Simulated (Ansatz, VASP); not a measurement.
# Os: VASP beside Ansatz

```
Os
1.0
     2.74613    0.00000    0.00000
    -1.37307    2.37822    0.00000
     0.00000    0.00000    4.32631
Os
2
Cartesian
  0.0000 1.5855 1.0816
  1.3731 0.7927 3.2447
```

Alike in both runs: task relaxation of cell and atoms; functional PBEsol; k mesh 18 × 18 × 10; occupations gaussian, width 0.1 eV; no spin polarisation.

|  | VASP | Ansatz |
| --- | --- | --- |
| version | VASP 6.6.1 | Ansatz 0.2.0 |
| potentials or method | VASP PAW PBE potentials, release 64 (Os), cutoff 600 eV | scalar-relativistic, plane waves, PAW |
| valence electrons in the cell | 16 | 32 |

VASP gave:

- gap on the k mesh at the Fermi level, each at its own relaxed structure (eV): none
- relaxed volume (Å³/atom): 13.91
- relaxed cell length with the largest relative difference (Å): 2.729

Estimate Ansatz's values.

gap on the k mesh at the Fermi level, each at its own relaxed structure (eV): none; relaxed volume (Å³/atom): 13.89; relaxed cell length with the largest relative difference (Å): 2.727.

VASP's potentials were made for PBE, not for PBEsol. A gap of «none» marks a metal or a gap that the smearing closes. VASP's potentials hold 16 valence electrons a cell and Ansatz's 32, so a difference there can come from the potentials and not from the codes.

Spin-orbit coupling is off throughout.
